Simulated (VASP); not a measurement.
Write the native input for VASP 6.6.1 that does the following.

* Task: single point
* Functional: PBEsol
* Potentials or basis: VASP PAW PBE potentials, release 64 (Sc_sv, Al)
* Cutoff: 520 eV
* k mesh: 14 × 14 × 14
* Occupations: fermi-dirac, width 0.1 eV
* Spin: no spin polarisation
* Dipole correction: no
* Further INCAR settings: ALGO = Normal; EDIFF = 1e-07; NBANDS = 14

The structure of ScAl lies in POSCAR:

```
ScAl
1.0
    3.1932824368      0.0000000000      0.0000000000
    0.0000000000      3.1932824368      0.0000000000
    0.0000000000      0.0000000000      3.1932824368
Sc Al
1 1
Direct
    0.5000000000      0.5000000000      0.5000000000
    0.0000000000      0.0000000000      0.0000000000
```

One way to write it, as run:

INCAR

```
PREC     = Accurate       # precision mode
ENCUT    = 520            # plane-wave cutoff, eV
EDIFF    = 1E-7           # SCF threshold, eV
ISMEAR   = -1             # smearing method
SIGMA    = 0.1            # smearing width, eV
LREAL    = False          # projectors in reciprocal space
LASPH    = True           # aspherical terms in the spheres
NELM     = 60             # most SCF steps
ALGO     = Normal         # electronic algorithm
ISIF     = 2              # what is computed and relaxed
LWAVE    = False          # write WAVECAR
LCHARG   = False          # write CHGCAR
GGA      = PS             # functional
NBANDS   = 14             # bands
```

KPOINTS

```
Automatic mesh
0
Gamma
  14 14 14
```

Potentials or basis: VASP PAW PBE potentials, release 64 (Sc_sv, Al).

Run with:

```bash
$ cat potpaw_PBE.64/Sc_sv/POTCAR potpaw_PBE.64/Al/POTCAR > POTCAR
$ mpirun -np 1 vasp_std > vasp.out
```

Results of the run:

* Pressure: 15.2 GPa
* Band gap on the k mesh: zero (band 7 reaches 7.56 eV, above the bottom of band 8 at 6.38 eV)

Caveat: the PAW data sets were made with another functional, which shifts forces and pressure a little.

Wall time 20 s on 1 thread of Intel(R) Xeon(R) Platinum 8488C (Sapphire Rapids), on a shared host, peak memory 0.18 GiB.
